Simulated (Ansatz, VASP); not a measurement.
## One calculation of Ir, two programs

File INCAR:

```
SYSTEM = Ir
ALGO     = Normal         ! electronic algorithm
EDIFF    = 1E-7           ! SCF threshold, eV
EDIFFG   = -0.005         ! ionic threshold
ENCUT    = 500            ! plane-wave cutoff, eV
GGA      = CA             ! functional
GGA_COMPAT= .False.      
IBRION   = 2              ! ionic algorithm
ISIF     = 3              ! what is computed and relaxed
ISMEAR   = -1             ! smearing method
LASPH    = .True.         ! aspherical terms in the spheres
LCHARG   = .False.        ! write CHGCAR
LREAL    = .False.        ! projectors in reciprocal space
LWAVE    = .False.        ! write WAVECAR
NELM     = 120            ! most SCF steps
NELMIN   = 4            
NSW      = 60             ! ionic steps
PREC     = Accurate       ! precision mode
SIGMA    = 0.1            ! smearing width, eV
```

The input KPOINTS:

```
k-points
0
Gamma
  15 15 15
  0 0 0
```

Contents of POSCAR:

```
Ir
1.0
    2.4636115898      0.0000000000      0.0000000000
    0.0000000000      2.4636115898      0.0000000000
    0.0000000000      0.0000000000      2.4636115898
Ir
1
Direct
    0.0000000000      0.0000000000      0.0000000000
```

Input for Ansatz:

```yaml
crystal:
  lattice:
    - [2.4636115898, 0.0, 0.0]
    - [0.0, 2.4636115898, 0.0]
    - [0.0, 0.0, 2.4636115898]
  atoms:
    - { symbol: Ir, position: [0.0, 0.0, 0.0] }
kpoints:
  mp_grid: { grid: [15, 15, 15] }
scf:
  occupations: { method: fermi_dirac, width: 0.1 }
hamiltonian:
  xc: lda
  pseudopotentials: { kind: paw }
output:
  forces: true
  stress: true
relax:
  f_tol: 0.005
  max_steps: 40
  cell: {}
```

Alike in both runs: task relaxation of cell and atoms; functional LDA; k mesh 15 × 15 × 15; occupations fermi-dirac, width 0.1 eV; no spin polarisation.

|  | VASP | Ansatz |
| --- | --- | --- |
| version | VASP 6.6.1 | Ansatz 0.2.0 |
| potentials or method | VASP PAW LDA potentials, release 64 (Ir_sv_GW) | PAW with Ansatz's default frozen-core files, scalar-relativistic |
| plane-wave cutoff (eV) | 500 | 420 |
| valence electrons in the cell | 17 | 17 |

```csv
,VASP,Ansatz,Ansatz less VASP
relaxed volume (Å³/atom),16.02,16.13,+0.110
relaxed cell length with the largest relative difference (Å),2.521,2.527,+0.0058
```

LDA's correlation is that of Perdew and Zunger in VASP and of Perdew and Wang (1992) in Ansatz.

Spin-orbit coupling is off throughout.
